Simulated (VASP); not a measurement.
# Si (I4/mmm) in VASP: a series of runs

Si is run at these levels: PBE; tasks: single point.

All numbers are computed with VASP 6.6.1; they aren't measurements. Logs are shortened: lines on timing, memory, paths and dates and some standing lists are left out, and cuts for length are marked.

**1. The cell of the first run**

It takes space group I4/mmm (No. 139, tetragonal). Conventional cell: a = 3.254 Å, b = 3.254 Å, c = 2.641 Å, α = 90.00°, β = 90.00°, γ = 90.00°. Si (site symmetry 4/mmm) has 14 Si at 2.64 to 3.25 Å within 3.5 Å.

**2. Single point, PBE**

INCAR

```
SYSTEM = Si
  PREC = Accurate
  ENCUT = 520
  EDIFF = 1E-7
  ISMEAR = 0
  SIGMA = 0.013000000000000001
  LREAL = .False.
  LASPH = .True.
  NELM = 80
  ALGO = Normal
  ISIF = 2
  LWAVE = .False.
  LCHARG = .False.
  GGA = PE
  NBANDS = 8
```

KPOINTS

```
Automatic mesh
0
Gamma
  13 13 13
  0 0 0
```

POSCAR

```
Si
1.0
   -1.6269149300      1.6269149300      1.3203298500
    1.6269149300     -1.6269149300      1.3203298500
    1.6269149300      1.6269149300     -1.3203298500
Si
1
Direct
    0.0000000000      0.0000000000      0.0000000000
```

Potentials or basis: VASP PAW PBE potentials, release 64 (Si).

The run is started by

```
$ cat potpaw_PBE.64/Si/POTCAR > POTCAR
$ mpirun -np 1 vasp_std > vasp.out
```

OUTCAR:

```text
SYSTEM = Si
   PREC = Accurate
   ENCUT = 520
   EDIFF = 1E-7
   ISMEAR = 0
   LREAL = .False.
   LASPH = .True.
   NELM = 80
   ISIF = 2
   GGA = PE

 ion  position               nearest neighbor table
   1  0.000  0.000  0.000-

  LATTYP: Found a body centered tetragonal cell.
 ALAT       =     3.2538298600
 C/A-ratio  =     0.8115543263

  Lattice vectors:

 A1 = (  -1.6269149300,   1.6269149300,   1.3203298500)
 A2 = (   1.6269149300,  -1.6269149300,   1.3203298500)
 A3 = (   1.6269149300,   1.6269149300,  -1.3203298500)

Analysis of symmetry for initial positions (statically):
=====================================================================
 Subroutine PRICEL returns:
 Original cell was already a primitive cell.

 Routine SETGRP: Setting up the symmetry group for a
 body centered tetragonal supercell.

 Subroutine GETGRP returns: Found 16 space group operations
 (whereof 16 operations were pure point group operations)
 out of a pool of 16 trial point group operations.

The static configuration has the point symmetry D_4h.

Analysis of symmetry for dynamics (positions and initial velocities):
=====================================================================
 Subroutine PRICEL returns:
 Original cell was already a primitive cell.

 Routine SETGRP: Setting up the symmetry group for a
 body centered tetragonal supercell.

 Subroutine GETGRP returns: Found 16 space group operations
 (whereof 16 operations were pure point group operations)
 out of a pool of 16 trial point group operations.

The dynamic configuration has the point symmetry D_4h.

 Subroutine INISYM returns: Found 16 space group operations
 (whereof 16 operations are pure point group operations),
 and found     1 'primitive' translations

----------------------------------------------------------------------------------------

                                     Primitive cell

  volume of cell :      13.9789

  direct lattice vectors                    reciprocal lattice vectors
    -1.626914930  1.626914930  1.320329850     0.000000000  0.307330144  0.378693249
     1.626914930 -1.626914930  1.320329850     0.307330144  0.000000000  0.378693249
     1.626914930  1.626914930 -1.320329850     0.307330144  0.307330144  0.000000000

  length of vectors
     2.652729781  2.652729781  2.652729781     0.487709334  0.487709334  0.434630458

  position of ions in fractional coordinates (direct lattice)
     0.000000000  0.000000000  0.000000000

  ion indices of the primitive-cell ions
   primitive index   ion index
                 1           1

----------------------------------------------------------------------------------------

 KPOINTS: Automatic mesh

Automatic generation of k-mesh.
 Grid dimensions read from file:
 generate k-points for:   13   13   13

 Generating k-lattice:

  Cartesian coordinates                     Fractional coordinates (reciprocal lattice)
     0.000000000  0.023640780  0.029130250     0.076923077 -0.000000000  0.000000000
     0.023640780  0.000000000  0.029130250    -0.000000000  0.076923077  0.000000000
     0.023640780  0.023640780  0.000000000     0.000000000  0.000000000  0.076923077

  Length of vectors
     0.037516103  0.037516103  0.033433112

  Shift w.r.t. Gamma in fractional coordinates (k-lattice)
     0.000000000  0.000000000  0.000000000

 Subroutine IBZKPT returns following result:
 ===========================================

 Found    196 irreducible k-points:

 Following reciprocal coordinates:
            Coordinates               Weight
  0.000000  0.000000  0.000000      1.000000
  0.076923  0.000000  0.000000      8.000000
  0.153846  0.000000  0.000000      8.000000
  0.230769  0.000000  0.000000      8.000000
  0.307692  0.000000  0.000000      8.000000
  0.384615  0.000000  0.000000      8.000000
[... 16 lines left out ...]
  0.384615  0.153846  0.000000     16.000000
  0.461538  0.153846  0.000000     16.000000
 [... further k-points ...]
   k-points           NKPTS =    196   k-points in BZ     NKDIM =    196   number of bands    NBANDS=      8
   number of dos      NEDOS =    301   number of ions     NIONS =      1
   total plane-waves  NPLWV =   8000
   dimension x,y,z NGX =    20 NGY =   20 NGZ =   20
   dimension x,y,z NGXF=    40 NGYF=   40 NGZF=   40
   ions per type =               1
   NGX,Y,Z   is equivalent  to a cutoff of  12.53, 12.53, 12.53 a.u.
   NGXF,Y,Z  is equivalent  to a cutoff of  25.07, 25.07, 25.07 a.u.
 SYSTEM =  Si
   PREC   = accura    normal or accurate (medium, high low for compatibility)
   ISTART =      0    job   : 0-new  1-cont  2-samecut
   ICHARG =      2    charge: 1-file 2-atom 10-const
   ISPIN  =      1    spin polarized calculation?
   LNONCOLLINEAR =      F non collinear calculations
   LSORBIT =      F    spin-orbit coupling
   LASPH  =      T    aspherical Exc in radial PAW
   ENCUT  =  520.0 eV  38.22 Ry    6.18 a.u.   4.93  4.93  4.93*2*pi/ulx,y,z
   NELM   =     80;   NELMIN=  2; NELMDL= -5     # of ELM steps
   EDIFF  = 0.1E-06   stopping-criterion for ELM
   LREAL  =      F    real-space projection
   EDIFFG = 0.1E-05   stopping-criterion for IOM
   NSW    =      0    number of steps for IOM
   IBRION =     -1    ionic relax: 0-MD 1-quasi-New 2-CG
   NFREE  =      0    steps in history (QN), initial steepest desc. (CG)
   ISIF   =      2    stress and relaxation
   ISYM   =      2    0-nonsym 1-usesym 2-fastsym
   POTIM  = 0.5000    time-step for ionic-motion
   TEBEG  =    0.0;   TEEND  =   0.0 temperature during run
   PSTRESS=    0.0 pullay stress
   NELECT =       4.0000    total number of electrons
   NUPDOWN=      -1.0000    fix difference up-down
   EMIN   =  10.00;   EMAX   =-10.00  energy-range for DOS
   EFERMI =   0.00;   METHOD = LEGACY
   ISMEAR =     0;   SIGMA  =   0.01  broadening in eV -4-tet -1-fermi 0-gaus
   EFERMI_NEDOS =   21; number of points for ismear=-14 and -15
   IALGO  =     38    algorithm
   IMIX   =      4    mixing-type and parameters
     AMIX     =   0.40;   BMIX     =  1.00
     AMIX_MAG =   1.60;   BMIX_MAG =  1.00
  volume/ion in A,a.u.               =      13.98        94.33
  Fermi-wavevector in a.u.,A,eV,Ry     =   1.078791  2.038620 15.834335  1.163791
  Thomas-Fermi vector in A             =   2.214739
   LORBIT       =      0    0 simple, 1 ext, 2 COOP (PROOUT), +10 PAW based schemes
   GGA     = PE    functional components
   LHFCALC =     F    Hartree Fock is set to
   AEXX    =    0.0000 exact exchange contribution
   IVDW    =     0    specifies the selected vdW correction
   LEPSILON=     F    determine dielectric tensor
   LRPA    =     F    only Hartree local field effects (RPA)
 non-spin polarized calculation
 Gauss-broadening in eV      SIGMA  =   0.01
  energy-cutoff  :      520.00
  volume of cell :       13.98
 maximum number of plane-waves:       389
   NGX =  9   NGY =  9   NGZ =  9

 number of electron       3.9999999 magnetization

 Free energy of the ion-electron system (eV)
  ---------------------------------------------------
  ext. energy  EPLUGINS =         0.00000000
  ---------------------------------------------------
  free energy    TOTEN  =        -4.92280927 eV

  energy without entropy =       -4.92268348  energy(sigma->0) =       -4.92274637

 E-fermi :  10.5619     XC(G=0): -11.3238

 val. band max:       10.5616205413   @ k =  -0.3846   0.0769   0.0000
 cond. band min:      10.5666304466   @ k =  -0.1538   0.3846   0.1538
 fundamental gap:      0.0050099053
 Fermi energy:        10.5618568304

 k-point     1 :       0.0000    0.0000    0.0000
  band No.  band energies     occupation
      1      -4.1668      2.00000
      2      20.1557      0.00000
      3      20.7496      0.00000
      4      20.7496      0.00000
      5      23.5894      0.00000
      6      24.5197      0.00000
      7      25.8349      0.00000
      8      25.8349      0.00000

 k-point     2 :       0.0769    0.0000    0.0000
  band No.  band energies     occupation
      1      -3.9622      2.00000
      2      18.7753      0.00000
      3      20.1851      0.00000
      4      22.0945      0.00000
      5      22.1883      0.00000
      6      24.9786      0.00000
      7      25.1055      0.00000
      8      25.5530      0.00000

 k-point     3 :       0.1538    0.0000    0.0000
  band No.  band energies     occupation
      1      -3.3497      2.00000
      2      17.4482      0.00000
      3      18.7833      0.00000
      4      19.2428      0.00000
      5      21.9202      0.00000
      6      24.1921      0.00000
      7      25.6564      0.00000
      8      27.1536      0.00000

 k-point     4 :       0.2308    0.0000    0.0000
  band No.  band energies     occupation
      1      -2.3329      2.00000
      2      15.2169      0.00000
      3      16.4584      0.00000
      4      18.3520      0.00000
      5      20.2621      0.00000
      6      22.7908      0.00000
      7      28.0027      0.00000
      8      28.1955      0.00000

 k-point     5 :       0.3077    0.0000    0.0000
  band No.  band energies     occupation
      1      -0.9179      2.00000
      2      11.7453      0.00000
      3      15.8120      0.00000
      4      17.7276      0.00000
      5      18.7610      0.00000
      6      21.4941      0.00000
      7      28.1726      0.00000
      8      31.1796      0.00000
[... 177 lines left out ...]
 k-point    22 :       0.3077    0.1538   -0.0000
  band No.  band energies     occupation
      1       1.8157      2.00000
      2       8.3548      2.00000
      3      12.3308      0.00000
      4      15.5055      0.00000
      5      20.4510      0.00000
      6      23.0908      0.00000
      7      25.8439      0.00000
      8      31.3806      0.00000

 k-point    23 :       0.3846    0.1538    0.0000
  band No.  band energies     occupation
      1       4.0514      2.00000
      2       5.5760      2.00000
      3      11.5102      0.00000
      4      15.6856      0.00000
      5      19.8454      0.00000
      6      23.4311      0.00000
      7      26.6878      0.00000
      8      34.3831      0.00000

 k-point    24 :       0.4615    0.1538    0.0000
  band No.  band energies     occupation
      1       3.0725      2.00000
      2       6.7101      2.00000
      3      11.0747      0.00000
      4      16.1941      0.00000
      5      19.5576      0.00000
      6      24.0788      0.00000
      7      27.8672      0.00000
      8      34.1381      0.00000

 [... further k-points ...]

------------------------ aborting loop because EDIFF is reached ----------------------------------------

  FORCE on cell =-STRESS in cart. coord.  units (eV):
  Direction    XX          YY          ZZ          XY          YZ          ZX
  --------------------------------------------------------------------------------------
  -------------------------------------------------------------------------------------
  Total        0.4251930      0.4251930      0.0226747      0.0000000     -0.0000000      0.0000000
  in kB       48.7331643     48.7331643      2.5988483      0.0000000     -0.0000000      0.0000000
  external PRESSURE =      33.3550590 kB  Pullay stress =       0.0000000 kB

 VOLUME and BASIS-vectors are now :
 -----------------------------------------------------------------------------
  energy-cutoff  :      520.00
  volume of cell :       13.98
      direct lattice vectors                 reciprocal lattice vectors
    -1.626914930  1.626914930  1.320329850     0.000000000  0.307330144  0.378693249
     1.626914930 -1.626914930  1.320329850     0.307330144  0.000000000  0.378693249
     1.626914930  1.626914930 -1.320329850     0.307330144  0.307330144  0.000000000

 POSITION                                       TOTAL-FORCE (eV/Angst)
 -----------------------------------------------------------------------------------
      0.00000      0.00000      0.00000         0.000000      0.000000      0.000000
 -----------------------------------------------------------------------------------
    total drift:                                0.000000      0.000000      0.000000

  FREE ENERGIE OF THE ION-ELECTRON SYSTEM (eV)
  ---------------------------------------------------
  free  energy   TOTEN  =        -4.9228092654 eV

  energy  without entropy=       -4.9226834787  energy(sigma->0) =       -4.92274637
```

Wall time 32 s (1 thread of AMD EPYC 7R13, shared host); peak memory 0.1 GiB.

What came out:

- Free energy: -4.9228 eV
- Pressure: 3.3 GPa
- Band gap on the k mesh: zero (band 2 reaches 20.27 eV, above the bottom of band 3 at 7.04 eV)

Stress tensor (GPa, compression positive):
```
4.87 0.00 0.00
0.00 4.87 0.00
0.00 0.00 0.26
```

**3. Single point, PBE**

INCAR

```
SYSTEM = Si
  ALGO = Normal
  EDIFF = 1E-6
  ENCUT = 520
  GGA = PE
  ISIF = 2
  ISMEAR = 0
  LASPH = .TRUE.
  LCHARG = .TRUE.
  LELF = .TRUE.
  LREAL = .FALSE.
  LVHAR = .TRUE.
  LWAVE = .FALSE.
  NBANDS = 8
  NELM = 100
  PREC = Accurate
  SIGMA = 0.014
```

KPOINTS

```
k-points
0
G
  13 13 13
  0 0 0
```

POSCAR is that of step 2.

Potentials or basis: VASP PAW PBE potentials, release 64 (Si).

The run is started by

```
$ cat potpaw_PBE.64/Si/POTCAR > POTCAR
$ mpirun -np 1 vasp_std > vasp.out
```

Run time: 30 s. Hardware: 1 thread of AMD EPYC 7R13, shared host; peak memory 0.1 GiB.

Results (log left out):

```yaml
Free_energy: -4.9228 eV
Pressure: 3.3 GPa
Band_gap_on_the_k_mesh: zero (band 2 reaches 20.27 eV, above the bottom of band 3 at 7.04 eV)
```

Stress tensor (GPa, compression positive):
```
4.88 0.00 0.00
0.00 4.88 0.00
0.00 0.00 0.26
```

Levels at points of the mesh, in eV from the Fermi level:
| k point | band 1 | band 2 | band 3 | band 4 | band 5 | band 6 | band 7 |
| --- | --- | --- | --- | --- | --- | --- | --- |
| (0.00, 0.00, 0.00) | -14.73 | 9.59 | 10.19 | 10.19 | 13.03 | 13.96 | 15.27 |

**4. Single point, PBE**

INCAR

```
ALGO = Normal ; EDIFF = 1E-6
ENCUT = 520 ; GGA = PE
ISIF = 2 ; ISMEAR = 0
LASPH = T ; LCHARG = F
LREAL = F ; LWAVE = F
NBANDS = 8 ; NELM = 100
PREC = Accurate ; SIGMA = 0.015
```

KPOINTS

```
k-points
0
Gamma
  13 13 13
```

POSCAR is that of step 3.

The run is started by

```
$ cat potpaw_PBE.64/Si/POTCAR > POTCAR
$ mpirun -np 1 vasp_std > vasp.out
```

It took 25 s on 1 thread of AMD EPYC 7R13, shared host; peak memory 0.1 GiB.

The run converged. Its results:

```
Free energy            : -4.9228 eV
Pressure               : 3.3 GPa
Band gap on the k mesh : zero (band 2 reaches 20.27 eV, above the bottom of band 3 at 7.04 eV)
```

Stress tensor (GPa, compression positive):
```
4.88 0.00 0.00
0.00 4.88 0.00
0.00 0.00 0.26
```

Levels at points of the mesh, in eV from the Fermi level:
| k point | band 1 | band 2 | band 3 | band 4 | band 5 | band 6 |
| --- | --- | --- | --- | --- | --- | --- |
| (0.00, 0.00, 0.00) | -14.73 | 9.59 | 10.19 | 10.19 | 13.03 | 13.96 |

**5. Single point, PBE**

INCAR

```
ALGO = Normal
EDIFF = 1E-7
ENCUT = 520
GGA = PE
ISIF = 2
ISMEAR = 0
LASPH = True
LCHARG = False
LREAL = False
LWAVE = False
NBANDS = 8
NELM = 80
PREC = Accurate
SIGMA = 0.016
```

KPOINTS is that of step 4.

POSCAR is that of step 4.

The run is started by

```
$ cat potpaw_PBE.64/Si/POTCAR > POTCAR
$ mpirun -np 1 vasp_std > vasp.out
```

It took 31 s on 1 thread of AMD EPYC 7R13, shared host; peak memory 0.1 GiB.

The run converged. Its results:

```
Free energy            : -4.9228 eV
Pressure               : 3.3 GPa
Band gap on the k mesh : zero (band 2 reaches 20.27 eV, above the bottom of band 3 at 7.04 eV)
```

Stress tensor (GPa, compression positive):
```
4.88 0.00 0.00
0.00 4.88 0.00
0.00 0.00 0.27
```

Levels at points of the mesh, in eV from the Fermi level:
```csv
k point,band 1,band 2,band 3,band 4,band 5,band 6,band 7
"(0.00, 0.00, 0.00)",-14.73,9.59,10.19,10.19,13.03,13.96,15.27
```

**6. Single point, PBE**

INCAR

```
ALGO = Normal ; EDIFF = 1E-6
ENCUT = 520 ; GGA = PE
ISIF = 2 ; ISMEAR = 0
LASPH = True ; LCHARG = True
LELF = True ; LREAL = False
LVHAR = True ; LWAVE = False
NBANDS = 8 ; NELM = 80
PREC = Accurate ; SIGMA = 0.018000000000000002
```

KPOINTS is that of step 5.

POSCAR is that of step 5.

Potentials or basis: VASP PAW PBE potentials, release 64 (Si).

The run is started by

```
$ cat potpaw_PBE.64/Si/POTCAR > POTCAR
$ mpirun -np 1 vasp_std > vasp.out
```

Wall time 30 s (1 thread of AMD EPYC 7R13, shared host); peak memory 0.1 GiB.

Results (log left out):

- Free energy: -4.9229 eV
- Pressure: 3.4 GPa
- Band gap on the k mesh: zero (band 2 reaches 20.27 eV, above the bottom of band 3 at 7.04 eV)

Stress tensor (GPa, compression positive):
```
4.88 0.00 0.00
0.00 4.88 0.00
0.00 0.00 0.29
```

Levels at points of the mesh, in eV from the Fermi level:
| k point | band 1 | band 2 | band 3 | band 4 | band 5 | band 6 |
| --- | --- | --- | --- | --- | --- | --- |
| (0.00, 0.00, 0.00) | -14.73 | 9.59 | 10.19 | 10.19 | 13.03 | 13.96 |

**7. Summary**

| smearing | gap on the mesh (eV) | pressure (GPa) |
| --- | --- | --- |
| gaussian 0.013 eV | none | 3.3 |
| gaussian 0.014 eV | none | 3.3 |
| gaussian 0.015 eV | none | 3.3 |
| gaussian 0.016 eV | none | 3.3 |
| gaussian 0.018 eV | none | 3.4 |

Alike in all rows: task single point; level PBE; potentials or basis VASP PAW PBE potentials, release 64 (Si); no spin polarisation; cell as given; k mesh 13 × 13 × 13; cutoff (eV) 520.

Every run on the cell as given and a fine mesh finds a metal.

Total energies depend on the potentials used, so only differences within one code and one set of settings carry meaning.
